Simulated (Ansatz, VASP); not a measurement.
**GdO: VASP beside Ansatz**

```
CELL_PARAMETERS angstrom
0.00000 2.70000 2.70000
2.70000 0.00000 2.70000
2.70000 2.70000 0.00000
ATOMIC_POSITIONS crystal
Gd 0.00000 0.00000 0.00000
O 0.25000 0.25000 0.25000
```

Alike in both runs: task single point; functional PBE; k mesh 3 × 3 × 3; occupations fermi-dirac, width 0.05 eV; collinear spin.

```csv
,VASP,Ansatz
version,VASP 6.6.1,Ansatz 0.2.0
potentials or method,"VASP PAW PBE potentials, release 64 (Gd, O)",Ansatz PAW
plane-wave cutoff (eV),520,420
valence electrons in the cell,24,24
```

```tsv
	VASP	Ansatz	Ansatz less VASP
gap on the k mesh at the Fermi level (eV)	none	none	-
pressure (GPa)	-2.1	-2.2	-0.13
net moment per atom (μB)	3.80	3.78	-0.022
size of the moment on the site where the two differ most (μB)	6.90	6.84	-0.064
```

Site moments also hang on the region over which each program counts them. A gap of «none» marks a metal or a gap that the smearing closes.

The k mesh is coarse, so the values compare programs but aren't converged. Spin-orbit coupling is off throughout.
